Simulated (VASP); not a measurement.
# MgI2 (P-3m1) in VASP: notebook

The runs below take MgI2 through single point, with LDA.

All numbers are computed with VASP 6.6.1; they aren't measurements. Logs are shortened: lines on timing, memory, paths and dates and some standing lists are left out, and cuts for length are marked.

### 1 The cell of the first run

It takes space group P-3m1 (No. 164, trigonal). Conventional cell: a = 4.004 Å, b = 4.004 Å, c = 6.567 Å, α = 90.00°, β = 90.00°, γ = 120.00°. Within 3.6 Å of Mg (site symmetry -3m) lie 6 I at 2.74 Å. I (site symmetry 3m) has 3 Mg at 2.74 Å within 3.6 Å.

### 2 Single point, LDA

Contents of INCAR:

```
SYSTEM = MgI2
ALGO = Normal ; EDIFF = 1E-6
ENCUT = 520 ; GGA = CA
ISIF = 2 ; ISMEAR = 0
LASPH = .TRUE. ; LCHARG = .FALSE.
LREAL = .FALSE. ; LWAVE = .FALSE.
NBANDS = 15 ; NELM = 60
PREC = Accurate ; SIGMA = 0.05
```

Contents of KPOINTS:

```
k-points
0
G
  6 6 4
  0 0 0
```

Contents of POSCAR:

```
MgI2
1.0
    4.0036596225      0.0000000000      0.0000000000
   -2.0018298112      3.4672709412      0.0000000000
    0.0000000000      0.0000000000      6.5674753639
Mg I
1 2
Direct
    0.0000000000      0.0000000000      0.0000000000
    0.3333333333      0.6666666667      0.7747750392
    0.6666666667      0.3333333333      0.2252249608
```

Potentials or basis: VASP PAW LDA potentials, release 64 (Mg, I).

Command:

```console
cat potpaw_LDA.64/Mg/POTCAR potpaw_LDA.64/I/POTCAR > POTCAR
mpirun -np 1 vasp_std > vasp.out
```

OUTCAR:

```text
SYSTEM = MgI2
   EDIFF = 1E-6
   ENCUT = 520
   GGA = CA
   ISIF = 2
   ISMEAR = 0
   LASPH = .TRUE.
   LREAL = .FALSE.
   NELM = 60
   PREC = Accurate

 ion  position               nearest neighbor table
   1  0.000  0.000  0.000-   2 2.74   3 2.74   2 2.74   3 2.74   3 2.74   2 2.74
   2  0.333  0.667  0.775-   1 2.74   1 2.74   1 2.74
   3  0.667  0.333  0.225-   1 2.74   1 2.74   1 2.74

  LATTYP: Found a hexagonal cell.
 ALAT       =     4.0036596225
 C/A-ratio  =     1.6403680590

  Lattice vectors:

 A1 = (   4.0036596225,   0.0000000000,   0.0000000000)
 A2 = (  -2.0018298112,   3.4672709412,   0.0000000000)
 A3 = (   0.0000000000,   0.0000000000,   6.5674753639)

Analysis of symmetry for initial positions (statically):
=====================================================================
 Subroutine PRICEL returns:
 Original cell was already a primitive cell.

 Routine SETGRP: Setting up the symmetry group for a
 hexagonal supercell.

 Subroutine GETGRP returns: Found 12 space group operations
 (whereof 12 operations were pure point group operations)
 out of a pool of 24 trial point group operations.

The static configuration has the point symmetry D_3d.

Analysis of symmetry for dynamics (positions and initial velocities):
=====================================================================
 Subroutine PRICEL returns:
 Original cell was already a primitive cell.

 Routine SETGRP: Setting up the symmetry group for a
 hexagonal supercell.

 Subroutine GETGRP returns: Found 12 space group operations
 (whereof 12 operations were pure point group operations)
 out of a pool of 24 trial point group operations.

The dynamic configuration has the point symmetry D_3d.

 Subroutine INISYM returns: Found 12 space group operations
 (whereof 12 operations are pure point group operations),
 and found     1 'primitive' translations

----------------------------------------------------------------------------------------

                                     Primitive cell

  volume of cell :      91.1682

  direct lattice vectors                    reciprocal lattice vectors
     4.003659622  0.000000000  0.000000000     0.249771483  0.144205633  0.000000000
    -2.001829811  3.467270941  0.000000000     0.000000000  0.288411266  0.000000000
     0.000000000  0.000000000  6.567475364     0.000000000  0.000000000  0.152265512

  length of vectors
     4.003659622  4.003659622  6.567475364     0.288411266  0.288411266  0.152265512

  position of ions in fractional coordinates (direct lattice)
[... 93 lines left out ...]
   EMIN   =  10.00;   EMAX   =-10.00  energy-range for DOS
   EFERMI =   0.00;   METHOD = LEGACY
   ISMEAR =     0;   SIGMA  =   0.05  broadening in eV -4-tet -1-fermi 0-gaus
   EFERMI_NEDOS =   21; number of points for ismear=-14 and -15
   IALGO  =     38    algorithm
   IMIX   =      4    mixing-type and parameters
     AMIX     =   0.40;   BMIX     =  1.00
     AMIX_MAG =   1.60;   BMIX_MAG =  1.00
  volume/ion in A,a.u.               =      30.39       205.08
  Fermi-wavevector in a.u.,A,eV,Ry     =   0.916573  1.732072 11.430335  0.840106
  Thomas-Fermi vector in A             =   2.041444
   LORBIT       =      0    0 simple, 1 ext, 2 COOP (PROOUT), +10 PAW based schemes
   GGA     = CA    functional components
   LHFCALC =     F    Hartree Fock is set to
   AEXX    =    0.0000 exact exchange contribution
   IVDW    =     0    specifies the selected vdW correction
   LEPSILON=     F    determine dielectric tensor
   LRPA    =     F    only Hartree local field effects (RPA)
 non-spin polarized calculation
 Gauss-broadening in eV      SIGMA  =   0.05
  energy-cutoff  :      520.00
  volume of cell :       91.17
 maximum number of plane-waves:      2491
 NGX is ok and might be reduce to    30
   NGX = 15   NGY = 15   NGZ = 25

 number of electron      16.0000002 magnetization

 Free energy of the ion-electron system (eV)
  ---------------------------------------------------
  ext. energy  EPLUGINS =         0.00000000
  ---------------------------------------------------
  free energy    TOTEN  =        -8.82828293 eV

  energy without entropy =       -8.82828293  energy(sigma->0) =       -8.82828293

 E-fermi :   3.6478     XC(G=0):  -8.9645

 val. band max:        3.4311393967   @ k =   0.0000   0.0000   0.0000
 cond. band min:       6.6652104530   @ k =   0.5000   0.0000   0.0000
 fundamental gap:      3.2340710564
 Fermi energy:         3.6477949449

 k-point     1 :       0.0000    0.0000    0.0000
  band No.  band energies     occupation
      1      -9.6122      2.00000
      2      -8.4434      2.00000
      3      -0.7788      2.00000
      4       2.4908      2.00000
      5       2.4908      2.00000
      6       3.0902      2.00000
      7       3.0902      2.00000
      8       3.4311      2.00000
      9       7.4511      0.00000
     10       7.7865      0.00000
     11       9.7862      0.00000
     12       9.7862      0.00000
     13      10.5808      0.00000
     14      11.1562      0.00000
[... 401 lines left out ...]
      2      -8.3174      2.00000
      3      -0.7639      2.00000
      4      -0.2365      2.00000
      5      -0.2365      2.00000
      6       0.6538      2.00000
      7       2.7059      2.00000
      8       2.7059      2.00000
      9       8.7953      0.00000
     10       9.2859      0.00000
     11       9.2859      0.00000
     12      10.5834      0.00000
     13      11.4532      0.00000
     14      11.8264      0.00000
     15      11.8264      0.00000

------------------------ aborting loop because EDIFF is reached ----------------------------------------

  FORCE on cell =-STRESS in cart. coord.  units (eV):
  Direction    XX          YY          ZZ          XY          YZ          ZX
  --------------------------------------------------------------------------------------
  -------------------------------------------------------------------------------------
  Total        2.8588916      2.8588916      3.7477665      0.0000000     -0.0000000      0.0000000
  in kB       50.2417650     50.2417650     65.8627306      0.0000000     -0.0000000      0.0000000
  external PRESSURE =      55.4487535 kB  Pullay stress =       0.0000000 kB

 VOLUME and BASIS-vectors are now :
 -----------------------------------------------------------------------------
  energy-cutoff  :      520.00
  volume of cell :       91.17
      direct lattice vectors                 reciprocal lattice vectors
     4.003659622  0.000000000  0.000000000     0.249771483  0.144205633  0.000000000
    -2.001829811  3.467270941  0.000000000     0.000000000  0.288411266  0.000000000
     0.000000000  0.000000000  6.567475364     0.000000000  0.000000000  0.152265512

 POSITION                                       TOTAL-FORCE (eV/Angst)
 -----------------------------------------------------------------------------------
      0.00000      0.00000      0.00000        -0.000000      0.000000      0.000000
     -0.00000      2.31151      5.08832         0.000000     -0.000000     -1.362793
      2.00183      1.15576      1.47916        -0.000000      0.000000      1.362793
 -----------------------------------------------------------------------------------
    total drift:                                0.000000     -0.000000      0.000000

  FREE ENERGIE OF THE ION-ELECTRON SYSTEM (eV)
  ---------------------------------------------------
  free  energy   TOTEN  =        -8.8282829267 eV

  energy  without entropy=       -8.8282829267  energy(sigma->0) =       -8.82828293
```

stdout:

```text
POSCAR found type information on POSCAR MgI
 POSCAR found :  2 types and       3 ions
 scaLAPACK will be used
 LDA part: xc-table for (Slater(with rela. corr.)+CA(PZ))
 , standard interpolation
 POSCAR, INCAR and KPOINTS ok, starting setup
 FFT: planning ... GRIDC
 FFT: planning ... GRID_SOFT
 FFT: planning ... GRID
 WAVECAR not read
 entering main loop
```

Run time: 35 s. Hardware: 1 thread of Intel Xeon Platinum 8259CL at 2.50GHz (Skylake/Cascade Lake), shared host; peak memory 0.18 GiB.

Results:

* Free energy: -8.8283 eV
* Pressure: 5.5 GPa
* Largest force: 1.363 eV/Å
* Band gap on the k mesh: 3.23 eV, indirect (least direct gap 3.99 eV)

Forces in eV/Å, atoms in the order of the input:
```
Mg   0.000  0.000  0.000
I    0.000  0.000 -1.363
I    0.000  0.000  1.363
```

Levels at points of the mesh, in eV from the valence-band top:
| k point | band 5 | band 6 | band 7 | band 8 | band 9 | band 10 | band 11 | band 12 |
| --- | --- | --- | --- | --- | --- | --- | --- | --- |
| (0.00, 0.00, 0.00) | -0.94 | -0.34 | -0.34 | 0.00 | 4.02 | 4.36 | 6.36 | 6.36 |
| (0.50, 0.00, 0.00) | -2.25 | -2.10 | -1.17 | -0.75 | 3.23 | 5.18 | 5.45 | 7.08 |
| (0.00, 0.00, 0.50) | -0.86 | -0.86 | -0.42 | -0.42 | 4.53 | 4.77 | 6.17 | 6.17 |
| (0.50, 0.00, 0.50) | -1.97 | -1.46 | -1.04 | -0.98 | 3.43 | 5.06 | 5.33 | 5.92 |

Caveat: spin-orbit coupling is left out, which moves the levels of the heavy elements; forces of over 1 eV/Å act on the atoms, so gaps and moduli don't describe the material at rest.

(Part 1 of 2 ends here.)
